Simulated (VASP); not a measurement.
Crystal: LiH.

```
Li H
1.0
     0.00000    2.00299    2.00299
     2.00299    0.00000    2.00299
     2.00299    2.00299    0.00000
Li H
1 1
Cartesian
  0.0000 0.0000 0.0000
  2.0030 2.0030 2.0030
```

Base run:

```yaml
Program: VASP 6.6.1
Functional: PBE
Potentials_or_basis: VASP PAW PBE potentials, release 64 (Li_sv, H)
Cutoff: 520 eV
k_mesh: 8 × 8 × 8
Occupations: gaussian, width 0.01 eV
Spin: no spin polarisation
```

Its results: band gap on the k mesh 2.98 eV, direct.

Question: The run is repeated on the same cell with these changes: functional from PBE to r2SCAN. What comes out?

Answer: Band gap on the k mesh 3.58 eV, direct.

r2SCAN gives the wider gap, since meta-GGAs in the generalised Kohn-Sham scheme recover part of the derivative discontinuity.

A k mesh can miss the band edges.
